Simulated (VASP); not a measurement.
Write the native input for VASP 6.6.1 that does the following.

```
Task                   : single point
Functional             : PBE
Dispersion             : D3(BJ)
Potentials or basis    : VASP PAW PBE potentials, release 64 (Si)
Cutoff                 : 520 eV
k mesh                 : 15 × 15 × 1
Occupations            : gaussian, width 0.1 eV
Spin                   : no spin polarisation
Dipole correction      : yes
Further INCAR settings : ALGO = Fast; EDIFF = 1e-07; NBANDS = 11
```

The structure of Si lies in POSCAR:

```
Si
1.0
    3.7674649302      0.0000000000      0.0000000000
   -1.8837324651      3.2627203374      0.0000000000
    0.0000000000      0.0000000000     28.0000000000
Si
2
Direct
    0.3333333333      0.6666666667      0.5079285714
    0.6666666667      0.3333333333      0.4920714286
```

The input as run:

INCAR

```
PREC = Accurate ; ENCUT = 520
EDIFF = 1E-7 ; ISMEAR = 0
SIGMA = 0.1 ; LREAL = F
LASPH = T ; NELM = 100
ALGO = Fast ; ISIF = 2
LWAVE = F ; LCHARG = F
LDIPOL = T ; IDIPOL = 3
DIPOL = 0.5 0.5 0.500 ; GGA = PE
IVDW = 12 ; NBANDS = 11
```

KPOINTS

```
regular mesh
0
Gamma
  15 15 1
```

Potentials or basis: VASP PAW PBE potentials, release 64 (Si).

Launch:

```console
$ cat potpaw_PBE.64/Si/POTCAR > POTCAR
$ mpirun -np 1 vasp_std > vasp.out
```

It gave:

| Quantity | Value |
| --- | --- |
| Largest force | 0.235 eV/Å |
| Band gap on the k mesh | zero (filled and empty bands touch) |
| Dispersion energy per atom | -0.199 eV |

It took 82 s on 1 thread of Intel(R) Xeon(R) 6975P-C (Granite Rapids), with other jobs on the host, peak memory 0.45 GiB.
